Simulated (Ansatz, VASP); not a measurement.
## One calculation of ZnCd5O6, two programs

The input INCAR:

```
SYSTEM = ZnCd5O6
PREC     = Accurate       ! precision mode
ENCUT    = 520            ! plane-wave cutoff, eV
EDIFF    = 1E-6           ! SCF threshold, eV
ISMEAR   = 0              ! smearing method
SIGMA    = 0.1            ! smearing width, eV
LREAL    = .FALSE.        ! projectors in reciprocal space
LASPH    = .TRUE.         ! aspherical terms in the spheres
NELM     = 150            ! most SCF steps
ALGO     = Normal         ! electronic algorithm
ISIF     = 2              ! what is computed and relaxed
LWAVE    = .FALSE.        ! write WAVECAR
LCHARG   = .FALSE.        ! write CHGCAR
ISPIN    = 2              ! spin polarisation
MAGMOM   = 0 0 0 0 0 0 1 1 1 1 1 1 ! initial moments
LORBIT   = 11             ! projections on sites
GGA      = PE             ! functional
NBANDS   = 70             ! bands
```

The input KPOINTS:

```
regular mesh
0
G
  6 6 2
  0 0 0
```

The input POSCAR:

```
ZnCd5O6
1.0
    3.3431669000      0.0000000000      0.0000000000
    0.0000000000      3.3431669000      0.0000000000
    0.0000000000      0.0000000000     14.0239634000
Zn Cd O
1 5 6
Direct
    0.5000000000      0.5000000000      0.5000000000
    0.0000000000      0.0000000000      0.0000000000
    0.5000000000      0.5000000000      0.1723040000
    0.0000000000      0.0000000000      0.3410190000
    0.0000000000      0.0000000000      0.6589810000
    0.5000000000      0.5000000000      0.8276960000
    0.0000000000      0.0000000000      0.1710270000
    0.5000000000      0.5000000000      0.3479440000
    0.0000000000      0.0000000000      0.5000000000
    0.5000000000      0.5000000000      0.6520560000
    0.0000000000      0.0000000000      0.8289730000
    0.5000000000      0.5000000000      0.0000000000
```

Input for Ansatz:

```yaml
crystal:
  lattice:
    - [3.3431669, 0.0, 0.0]
    - [0.0, 3.3431669, 0.0]
    - [0.0, 0.0, 14.0239634]
  atoms:
    - { symbol: Zn, position: [0.5, 0.5, 0.5] }
    - { symbol: Cd, position: [0.0, 0.0, 0.0] }
    - { symbol: Cd, position: [0.5, 0.5, 0.172304] }
    - { symbol: Cd, position: [0.0, 0.0, 0.341019] }
    - { symbol: Cd, position: [0.0, 0.0, 0.658981] }
    - { symbol: Cd, position: [0.5, 0.5, 0.827696] }
    - { symbol: O, position: [0.0, 0.0, 0.171027], spin: 1.0 }
    - { symbol: O, position: [0.5, 0.5, 0.347944], spin: 1.0 }
    - { symbol: O, position: [0.0, 0.0, 0.5], spin: 1.0 }
    - { symbol: O, position: [0.5, 0.5, 0.652056], spin: 1.0 }
    - { symbol: O, position: [0.0, 0.0, 0.828973], spin: 1.0 }
    - { symbol: O, position: [0.5, 0.5, 0.0], spin: 1.0 }
basis:
  ecutwfc: 420
kpoints:
  mp_grid: { grid: [6, 6, 2] }
hamiltonian:
  xc: pbe
scf:
  occupations: { method: gaussian, width: 0.1 }
  lower_state_search: "off"
output:
  forces: true
  stress: true
  eigenvalues: true
  populations: true
magnetization:
  spin_polarized: true
```

Alike in both runs: task single point; functional PBE; k mesh 6 × 6 × 2; occupations gaussian, width 0.1 eV; collinear spin.

|  | VASP | Ansatz |
| --- | --- | --- |
| version | VASP 6.6.1 | Ansatz 0.2.0 |
| potentials or method | VASP PAW PBE potentials, release 64 (Zn, Cd, O), cutoff 520 eV | scalar-relativistic, plane waves, PAW |
| valence electrons in the cell | 108 | 148 |

Ansatz gave:

| Property | Result |
| --- | --- |
| gap on the k mesh at the Fermi level (eV) | none |
| pressure (GPa) | 0.0 |
| rms of the force components (eV/Å) | 0.001 |
| net moment per atom (μB) | 0.00 |

**Question.** What did VASP give for the same quantities?

**Answer.** gap on the k mesh at the Fermi level (eV): none; pressure (GPa): 1.2; rms of the force components (eV/Å): 0.012; net moment per atom (μB): 0.00.

Atom by atom the forces differ by 0.012 eV/Å (rms over components). A gap of «none» marks a metal or a gap that the smearing closes. With one functional, cell and mesh, what is left measures potentials, basis and numerics. VASP's potentials hold 108 valence electrons a cell and Ansatz's 148, so a difference there can come from the potentials and not from the codes. Ansatz's warnings: seeded moment not kept.
